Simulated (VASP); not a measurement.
Write the native input for VASP 6.6.1 that does the following.

* Task: single point
* Functional: PBEsol
* Potentials or basis: VASP PAW PBE potentials, release 64 (Ir)
* Cutoff: 500 eV
* k mesh: 8 × 8 × 8
* Occupations: gaussian, width 0.1 eV
* Spin: no spin polarisation
* Dipole correction: no
* Further INCAR settings: ALGO = Normal; EDIFF = 1e-06; NBANDS = 46

The structure of Ir lies in POSCAR:

```
Ir
1.0
    0.0000000000      3.8312127299     -3.8312127299
    3.8312127299      3.8312127299      0.0000000000
    3.8312127299      0.0000000000     -3.8312127299
Ir
8
Direct
    0.5000000000      0.0000000000      0.5000000000
    0.5000000000      0.5000000000      0.5000000000
    0.0000000000      0.0000000000      0.5000000000
    0.0000000000      0.5000000000      0.5000000000
    0.5000000000      0.0000000000      0.0000000000
    0.5000000000      0.5000000000      0.0000000000
    0.0000000000      0.0000000000      0.0000000000
    0.0000000000      0.5000000000      0.0000000000
```

One way to write it, as run:

INCAR

```
  ALGO = Normal
  EDIFF = 1E-6
  ENCUT = 500
  GGA = PS
  GGA_COMPAT = False
  ISIF = 2
  ISMEAR = 0
  LASPH = True
  LCHARG = False
  LREAL = False
  LWAVE = False
  NBANDS = 46
  NELM = 120
  PREC = Accurate
  SIGMA = 0.1
```

KPOINTS

```
k-points
0
Gamma
  8 8 8
```

Potentials or basis: VASP PAW PBE potentials, release 64 (Ir).

The run is started by

```bash
$ cat potpaw_PBE.64/Ir/POTCAR > POTCAR
$ mpirun -np 1 vasp_std > vasp.out
```

It gave:

The pressure is 1.0 GPa and the band gap on the k mesh is zero (bands 36 and 37 overlap by 2.31 eV).

Caveat: the PAW data sets were made with another functional, which shifts forces and pressure a little; spin-orbit coupling is left out, which moves the levels of the heavy elements.

Run time: 63 s on 1 thread of Intel(R) Xeon(R) 6975P-C (Granite Rapids) (shared host), peak memory 0.29 GiB.
